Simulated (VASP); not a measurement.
Li5Cl3:

```
Li Cl
1.0
     3.48377    0.00000    0.00000
     0.00000    3.48377    0.00000
     0.00000    0.00000   12.20975
Li Cl
5 3
Cartesian
  0.0000 0.0000 3.0524
  0.0000 0.0000 9.1573
  0.0000 0.0000 0.0000
  1.7419 1.7419 4.5787
  1.7419 1.7419 7.6311
  1.7419 1.7419 1.5262
  1.7419 1.7419 10.6835
  0.0000 0.0000 6.1049
```

* Program: VASP 6.6.1
* Task: relaxation of cell and atoms
* Functional: PBE
* Potentials or basis: VASP PAW PBE potentials, release 64 (Li_sv, Cl)
* Cutoff: 600 eV
* k mesh: 6 × 6 × 2
* Occupations: gaussian, width 0.1 eV
* Spin: no spin polarisation

At the start: pressure 0.7 GPa; volume 18.52 Å³/atom.

Where does the relaxation end?

Over 16 steps the energy falls by 189.4 meV/atom and the volume is 19.14 Å³/atom (+3.3 %); space group P4/mmm (No. 123, to 0.05 Å).

Step by step:
| step | energy change (eV) | largest force (eV/Å) | pressure (GPa) | volume (Å³) |
| --- | --- | --- | --- | --- |
| 1 | 0.0000 | 0.6304 | 0.67 | 148.19 |
| 2 | -0.3052 | 0.6972 | 0.22 | 149.76 |
| 3 | -0.9257 | 0.7211 | -0.62 | 153.41 |
| 4 | -0.4326 | 0.4450 | 0.25 | 156.17 |
| 5 | -1.0709 | 0.5779 | -0.69 | 154.68 |
| 6 | -1.2293 | 0.5463 | -0.23 | 152.09 |
| 7 | -1.3420 | 0.5366 | 0.83 | 147.81 |
| 8 | -1.4382 | 0.3280 | 0.03 | 152.01 |
| 9 | -1.4514 | 0.2645 | -0.31 | 154.26 |
| 10 | -1.4937 | 0.1567 | -0.20 | 153.95 |
| 11 | -1.5008 | 0.1425 | -0.12 | 153.76 |
| 12 | -1.5109 | 0.0789 | 0.05 | 152.77 |
| 13 | -1.5117 | 0.0543 | 0.12 | 152.40 |
| 14 | -1.5144 | 0.0404 | -0.02 | 153.10 |
| 15 | -1.5144 | 0.0402 | 0.00 | 153.06 |
| 16 | -1.5149 | 0.0191 | 0.00 | 153.12 |

Final structure:
```yaml
crystal:
  lattice:
    - [3.22828, 0.00000, 0.00000]
    - [0.00000, 3.22828, 0.00000]
    - [0.00000, 0.00000, 14.69185]
  atoms:
    - { symbol: Li, position: [0.00000, 0.00000, 0.21336] }
    - { symbol: Li, position: [0.00000, 0.00000, 0.78664] }
    - { symbol: Li, position: [0.00000, 0.00000, 0.00000] }
    - { symbol: Li, position: [0.50000, 0.50000, 0.39784] }
    - { symbol: Li, position: [0.50000, 0.50000, 0.60216] }
    - { symbol: Cl, position: [0.50000, 0.50000, 0.11264] }
    - { symbol: Cl, position: [0.50000, 0.50000, 0.88736] }
    - { symbol: Cl, position: [0.00000, 0.00000, 0.50000] }
```

Caveat: the cutoff is under 1.25 times the usual one of these potentials, so pressure, stress and relaxed cells hold a basis-set (Pulay) error.
